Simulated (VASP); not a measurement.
# Ta3N (P-3m1) in VASP: further runs

The runs below take Ta3N through single point, relaxation of cell and atoms, with PBEsol+U, PBEsol.

Program: VASP 6.6.1. These are calculated values, not measurements. Logs are shortened: lines on timing, memory, paths and dates and some standing lists are left out, and cuts for length are marked.

**1. The cell of the first run**

It takes space group P-3m1 (No. 164, trigonal). Conventional cell: a = 3.053 Å, b = 3.053 Å, c = 7.864 Å, α = 90.00°, β = 90.00°, γ = 120.00°. Within 2.9 Å of Ta (site symmetry 3m) lie 3 N at 2.21 Å. Within 4.0 Å of Ta (site symmetry -3m) lie 12 Ta at 3.05 to 3.14 Å and 2 N at 3.93 Å. N (site symmetry -3m) has 6 Ta at 2.21 Å within 2.9 Å.

**2. Single point, PBEsol+U**

Input file INCAR:

```
SYSTEM = Ta3N
PREC = Accurate
ENCUT = 520
EDIFF = 1E-7
ISMEAR = -1
SIGMA = 0.05
LREAL = .False.
LASPH = .True.
NELM = 150
ALGO = Normal
ISIF = 2
LWAVE = .False.
LCHARG = .True.
LMAXMIX = 4
LDAU = .True.
LDAUTYPE = 2
LDAUL = 2 -1
LDAUU = 8 0
LDAUJ = 0 0
LDAUPRINT = 1
GGA = PS
LELF = .True.
LVHAR = .True.
NBANDS = 27
```

Input file KPOINTS:

```
Automatic mesh
0
Gamma
  10 10 4
  0 0 0
```

Input file POSCAR:

```
Ta3N
1.0
    3.0530939718      0.0000000000      0.0000000000
   -1.5265469859      2.6440569397      0.0000000000
    0.0000000000      0.0000000000      7.8636985317
Ta N
3 1
Direct
    0.6666666667      0.3333333333      0.8310957986
    0.3333333333      0.6666666667      0.1689042014
    0.0000000000      0.0000000000      0.5000000000
    0.0000000000      0.0000000000      0.0000000000
```

Potentials or basis: VASP PAW PBE potentials, release 64 (Ta_pv, N).

Started as:

```
$ cat potpaw_PBE.64/Ta_pv/POTCAR potpaw_PBE.64/N/POTCAR > POTCAR
$ mpirun -np 1 vasp_std > vasp.out
```

OUTCAR:

```text
SYSTEM = Ta3N
   PREC = Accurate
   ENCUT = 520
   EDIFF = 1E-7
   ISMEAR = -1
   LREAL = .False.
   LASPH = .True.
   NELM = 150
   ISIF = 2
   GGA = PS

 ion  position               nearest neighbor table
   1  0.667  0.333  0.831-   4 2.21   4 2.21   4 2.21   3 3.14   3 3.14   3 3.14   2 3.19   2 3.19
                             2 3.19
   2  0.333  0.667  0.169-   4 2.21   4 2.21   4 2.21   3 3.14   3 3.14   3 3.14   1 3.19   1 3.19
                             1 3.19
   3  0.000  0.000  0.500-   1 3.14   2 3.14   2 3.14   1 3.14   1 3.14   2 3.14
   4  0.000  0.000  0.000-   1 2.21   2 2.21   2 2.21   1 2.21   1 2.21   2 2.21

  LATTYP: Found a hexagonal cell.
 ALAT       =     3.0530939718
 C/A-ratio  =     2.5756490316

  Lattice vectors:

 A1 = (   3.0530939718,   0.0000000000,   0.0000000000)
 A2 = (  -1.5265469859,   2.6440569397,   0.0000000000)
 A3 = (   0.0000000000,   0.0000000000,   7.8636985317)

Analysis of symmetry for initial positions (statically):
=====================================================================
 Subroutine PRICEL returns:
 Original cell was already a primitive cell.

 Routine SETGRP: Setting up the symmetry group for a
 hexagonal supercell.

 Subroutine GETGRP returns: Found 12 space group operations
 (whereof 12 operations were pure point group operations)
 out of a pool of 24 trial point group operations.

The static configuration has the point symmetry D_3d.

Analysis of symmetry for dynamics (positions and initial velocities):
=====================================================================
 Subroutine PRICEL returns:
 Original cell was already a primitive cell.

 Routine SETGRP: Setting up the symmetry group for a
 hexagonal supercell.

 Subroutine GETGRP returns: Found 12 space group operations
 (whereof 12 operations were pure point group operations)
 out of a pool of 24 trial point group operations.

The dynamic configuration has the point symmetry D_3d.

 Subroutine INISYM returns: Found 12 space group operations
 (whereof 12 operations are pure point group operations),
 and found     1 'primitive' translations

----------------------------------------------------------------------------------------

                                     Primitive cell

  volume of cell :      63.4801

  direct lattice vectors                    reciprocal lattice vectors
     3.053093972  0.000000000  0.000000000     0.327536594  0.189103341  0.000000000
    -1.526546986  2.644056940  0.000000000     0.000000000  0.378206681  0.000000000
     0.000000000  0.000000000  7.863698532     0.000000000  0.000000000  0.127166625

  length of vectors
     3.053093972  3.053093972  7.863698532     0.378206681  0.378206681  0.127166625

  position of ions in fractional coordinates (direct lattice)
     0.666666667  0.333333333  0.831095799
     0.333333333  0.666666667  0.168904201
     0.000000000  0.000000000  0.500000000
     0.000000000  0.000000000  0.000000000

  ion indices of the primitive-cell ions
   primitive index   ion index
                 1           1
                 2           2
                 3           3
                 4           4

----------------------------------------------------------------------------------------

 KPOINTS: Automatic mesh

Automatic generation of k-mesh.
 Grid dimensions read from file:
 generate k-points for:   10   10    4

 Generating k-lattice:

  Cartesian coordinates                     Fractional coordinates (reciprocal lattice)
     0.032753659  0.018910334  0.000000000     0.100000000  0.000000000  0.000000000
     0.000000000  0.037820668  0.000000000     0.000000000  0.100000000  0.000000000
     0.000000000  0.000000000  0.031791656     0.000000000  0.000000000  0.250000000

  Length of vectors
     0.037820668  0.037820668  0.031791656

  Shift w.r.t. Gamma in fractional coordinates (k-lattice)
     0.000000000  0.000000000  0.000000000

 Subroutine IBZKPT returns following result:
 ===========================================

 Found     50 irreducible k-points:

 Following reciprocal coordinates:
            Coordinates               Weight
  0.000000  0.000000  0.000000      1.000000
  0.100000 -0.000000  0.000000      6.000000
  0.200000 -0.000000  0.000000      6.000000
  0.300000  0.000000  0.000000      6.000000
  0.400000  0.000000  0.000000      6.000000
  0.500000  0.000000  0.000000      3.000000
[... 16 lines left out ...]
  0.000000  0.400000  0.250000      6.000000
  0.500000  0.000000  0.250000      6.000000
 [... further k-points ...]
   k-points           NKPTS =     50   k-points in BZ     NKDIM =     50   number of bands    NBANDS=     27
   number of dos      NEDOS =    301   number of ions     NIONS =      4
   total plane-waves  NPLWV =  34560
   dimension x,y,z NGX =    24 NGY =   24 NGZ =   60
   dimension x,y,z NGXF=    48 NGYF=   48 NGZF=  120
   ions per type =               3   1
   NGX,Y,Z   is equivalent  to a cutoff of  13.07, 13.07, 12.68 a.u.
   NGXF,Y,Z  is equivalent  to a cutoff of  26.14, 26.14, 25.37 a.u.
 SYSTEM =  Ta3N
   PREC   = accura    normal or accurate (medium, high low for compatibility)
   ISTART =      0    job   : 0-new  1-cont  2-samecut
   ICHARG =      2    charge: 1-file 2-atom 10-const
   ISPIN  =      1    spin polarized calculation?
   LNONCOLLINEAR =      F non collinear calculations
   LSORBIT =      F    spin-orbit coupling
   LASPH  =      T    aspherical Exc in radial PAW
   ENCUT  =  520.0 eV  38.22 Ry    6.18 a.u.   5.68  5.68 14.62*2*pi/ulx,y,z
   NELM   =    150;   NELMIN=  2; NELMDL= -5     # of ELM steps
   EDIFF  = 0.1E-06   stopping-criterion for ELM
   LREAL  =      F    real-space projection
   EDIFFG = 0.1E-05   stopping-criterion for IOM
   NSW    =      0    number of steps for IOM
   IBRION =     -1    ionic relax: 0-MD 1-quasi-New 2-CG
   NFREE  =      0    steps in history (QN), initial steepest desc. (CG)
   ISIF   =      2    stress and relaxation
   ISYM   =      2    0-nonsym 1-usesym 2-fastsym
   POTIM  = 0.5000    time-step for ionic-motion
   TEBEG  =    0.0;   TEEND  =   0.0 temperature during run
   PSTRESS=    0.0 pullay stress
   NELECT =      38.0000    total number of electrons
   NUPDOWN=      -1.0000    fix difference up-down
   EMIN   =  10.00;   EMAX   =-10.00  energy-range for DOS
   EFERMI =   0.00;   METHOD = LEGACY
   ISMEAR =    -1;   SIGMA  =   0.05  broadening in eV -4-tet -1-fermi 0-gaus
   EFERMI_NEDOS =   21; number of points for ismear=-14 and -15
   IALGO  =     38    algorithm
   IMIX   =      4    mixing-type and parameters
     AMIX     =   0.40;   BMIX     =  1.00
     AMIX_MAG =   1.60;   BMIX_MAG =  1.00
  volume/ion in A,a.u.               =      15.87       107.10
  Fermi-wavevector in a.u.,A,eV,Ry     =   1.379717  2.607287 25.900317  1.903620
  Thomas-Fermi vector in A             =   2.504661
   LORBIT       =      0    0 simple, 1 ext, 2 COOP (PROOUT), +10 PAW based schemes
 LDA+U is selected, type is set to LDAUTYPE =  2
   angular momentum for each species LDAUL =     2   -1
   U (eV)           for each species LDAUU =   8.0  0.0
   J (eV)           for each species LDAUJ =   0.0  0.0
   GGA     = PS    functional components
   LHFCALC =     F    Hartree Fock is set to
   AEXX    =    0.0000 exact exchange contribution
   IVDW    =     0    specifies the selected vdW correction
   LEPSILON=     F    determine dielectric tensor
   LRPA    =     F    only Hartree local field effects (RPA)
 non-spin polarized calculation
  energy-cutoff  :      520.00
  volume of cell :       63.48
 maximum number of plane-waves:      1733
 NGX is ok and might be reduce to    24
   NGX = 11   NGY = 11   NGZ = 29

atom =   1  type =  1  l = 2

 onsite density matrix

spin component  1

  0.2039  0.0000  0.0000  0.0063 -0.0000
  0.0000  0.1805 -0.0000 -0.0000  0.0063
  0.0000 -0.0000  0.2405  0.0000 -0.0000
  0.0063 -0.0000  0.0000  0.1805 -0.0000
 -0.0000  0.0063 -0.0000 -0.0000  0.2039

spin component  2

  0.2039  0.0000  0.0000  0.0063 -0.0000
  0.0000  0.1805 -0.0000 -0.0000  0.0063
  0.0000 -0.0000  0.2405  0.0000 -0.0000
  0.0063 -0.0000  0.0000  0.1805 -0.0000
 -0.0000  0.0063 -0.0000 -0.0000  0.2039
[... 67 lines left out ...]
 occupancies and eigenvectors

  o =  0.1094  v =  0.0000  0.8939 -0.0000  0.0000 -0.4483  0.0000  0.0000  0.0000  0.0000  0.0000      0.0000  0.0000  0.0000  0.0000  0.0000  0.0000  0.0000  0.0000  0.0000  0.0000
  o =  0.1094  v =  0.0000  0.0000  0.0000  0.0000  0.0000  0.0000  0.8939 -0.0000  0.0000 -0.4483      0.0000  0.0000  0.0000  0.0000  0.0000  0.0000  0.0000  0.0000  0.0000  0.0000
  o =  0.1094  v =  0.0000  0.0000  0.0000  0.0000  0.0000  0.4483  0.0000 -0.0000 -0.8939 -0.0000      0.0000  0.0000  0.0000  0.0000  0.0000  0.0000  0.0000  0.0000  0.0000  0.0000
  o =  0.1094  v =  0.4483  0.0000 -0.0000 -0.8939 -0.0000  0.0000  0.0000  0.0000  0.0000  0.0000      0.0000  0.0000  0.0000  0.0000  0.0000  0.0000  0.0000  0.0000  0.0000  0.0000
  o =  0.2066  v =  0.0000  0.4483  0.0000 -0.0000  0.8939  0.0000  0.0000  0.0000  0.0000  0.0000      0.0000  0.0000  0.0000  0.0000  0.0000  0.0000  0.0000  0.0000  0.0000  0.0000
  o =  0.2066  v =  0.0000  0.0000  0.0000  0.0000  0.0000  0.0000  0.4483  0.0000 -0.0000  0.8939      0.0000  0.0000  0.0000  0.0000  0.0000  0.0000  0.0000  0.0000  0.0000  0.0000
  o =  0.2066  v = -0.8939  0.0000 -0.0000 -0.4483 -0.0000  0.0000  0.0000  0.0000  0.0000  0.0000      0.0000  0.0000  0.0000  0.0000  0.0000  0.0000  0.0000  0.0000  0.0000  0.0000
  o =  0.2066  v =  0.0000  0.0000  0.0000  0.0000  0.0000 -0.8939  0.0000 -0.0000 -0.4483 -0.0000      0.0000  0.0000  0.0000  0.0000  0.0000  0.0000  0.0000  0.0000  0.0000  0.0000
  o =  0.2845  v =  0.0000  0.0000  0.0000  0.0000  0.0000  0.0000  0.0000 -1.0000  0.0000  0.0000      0.0000  0.0000  0.0000  0.0000  0.0000  0.0000  0.0000  0.0000  0.0000  0.0000
  o =  0.2845  v =  0.0000  0.0000 -1.0000  0.0000  0.0000  0.0000  0.0000  0.0000  0.0000  0.0000      0.0000  0.0000  0.0000  0.0000  0.0000  0.0000  0.0000  0.0000  0.0000  0.0000

 number of electron      38.0000001 magnetization

 Free energy of the ion-electron system (eV)
  ---------------------------------------------------
  ext. energy  EPLUGINS =         0.00000000
  ---------------------------------------------------
  free energy    TOTEN  =       -28.14303820 eV

  energy without entropy =      -28.12257552  energy(sigma->0) =      -28.13280686

 E-fermi :   7.1398     XC(G=0): -12.5616

 val. band max:        7.1375068848   @ k =   0.0000   0.2000   0.2500
 cond. band min:       7.1615586411   @ k =   0.4000   0.0000   0.0000
 fundamental gap:      0.0240517564
 Fermi energy:         7.1398124616

 k-point     1 :       0.0000    0.0000    0.0000
  band No.  band energies     occupation
      1     -29.9537      2.00000
      2     -29.6686      2.00000
      3     -29.4562      2.00000
      4     -29.4562      2.00000
      5     -29.4300      2.00000
      6     -29.4300      2.00000
[... 19 lines left out ...]
     26       9.7905      0.00000
     27       9.7905      0.00000
[... 667 lines left out ...]
      5     -29.6145      2.00000
      6     -29.5565      2.00000
[... 19 lines left out ...]
     26      12.2848      0.00000
     27      12.3233      0.00000

 [... further k-points ...]
[... 5 lines left out ...]
  --------------------------------------------------------------------------------------
  -------------------------------------------------------------------------------------
  Total        2.2767840      2.2767840      0.0198392      0.0000000      0.0000000      0.0000000
  in kB       57.4638328     57.4638328      0.5007212      0.0000000      0.0000000      0.0000000
  external PRESSURE =      38.4761289 kB  Pullay stress =       0.0000000 kB

 VOLUME and BASIS-vectors are now :
 -----------------------------------------------------------------------------
  energy-cutoff  :      520.00
  volume of cell :       63.48
      direct lattice vectors                 reciprocal lattice vectors
     3.053093972  0.000000000  0.000000000     0.327536594  0.189103341  0.000000000
    -1.526546986  2.644056940  0.000000000     0.000000000  0.378206681  0.000000000
     0.000000000  0.000000000  7.863698532     0.000000000  0.000000000  0.127166625

 POSITION                                       TOTAL-FORCE (eV/Angst)
 -----------------------------------------------------------------------------------
      1.52655      0.88135      6.53549        -0.000000      0.000000     -1.206799
     -0.00000      1.76270      1.32821        -0.000000     -0.000000      1.206799
      0.00000      0.00000      3.93185         0.000000      0.000000      0.000000
      0.00000      0.00000      0.00000         0.000000      0.000000      0.000000
 -----------------------------------------------------------------------------------
    total drift:                               -0.000000      0.000000      0.000000

  FREE ENERGIE OF THE ION-ELECTRON SYSTEM (eV)
  ---------------------------------------------------
  free  energy   TOTEN  =       -28.1430382017 eV

  energy  without entropy=      -28.1225755201  energy(sigma->0) =      -28.13280686
```

Wall time 42 s (1 thread of Intel Xeon 6975P-C (Granite Rapids), shared host); peak memory 0.21 GiB.

What came out:

```
Free energy            : -28.1430 eV
Pressure               : 3.8 GPa
Largest force          : 1.207 eV/Å
Band gap on the k mesh : zero (bands 19 and 20 overlap by 0.69 eV)
```

Forces on the atoms (eV/Å):
```
Ta   0.000  0.000 -1.207
Ta   0.000  0.000  1.207
Ta   0.000  0.000  0.000
N    0.000  0.000  0.000
```

Levels at points of the mesh, in eV from the Fermi level:
| k point | band 16 | band 17 | band 18 | band 19 | band 20 | band 21 | band 22 | band 23 |
| --- | --- | --- | --- | --- | --- | --- | --- | --- |
| (0.00, 0.00, 0.00) | -2.58 | -0.72 | -0.06 | -0.06 | 0.66 | 0.82 | 0.82 | 2.09 |
| (0.50, 0.00, 0.00) | -2.94 | -1.75 | -0.77 | -0.19 | 0.20 | 1.55 | 3.70 | 3.71 |
| (0.00, 0.00, 0.50) | -1.82 | -1.47 | 0.04 | 0.04 | 0.86 | 0.98 | 0.98 | 1.81 |
| (0.50, 0.00, 0.50) | -2.72 | -1.90 | -1.27 | -0.55 | 0.56 | 1.98 | 2.87 | 4.03 |

Eigenvalues of the final occupation matrices:
```
    site  spin  trace               eigenvalues
site 1 d     1   1.01  0.18 0.18 0.21 0.21 0.24
site 1 d     2   1.01  0.18 0.18 0.21 0.21 0.24
site 2 d     1   1.01  0.18 0.18 0.21 0.21 0.24
site 2 d     2   1.01  0.18 0.18 0.21 0.21 0.24
site 3 d     1   0.92  0.11 0.11 0.21 0.21 0.28
site 3 d     2   0.92  0.11 0.11 0.21 0.21 0.28
```

Caveat: the stress differs along the axes, from 0 to 6 GPa; the PAW data sets were made with another functional, which shifts forces and pressure a little; spin-orbit coupling is left out, which moves the levels of the heavy elements; U without spin polarisation on a metal has little footing.

(Continued in part 2 of 2.)

The gap in the log of VASP goes by the Fermi energy; the results here count the filled bands.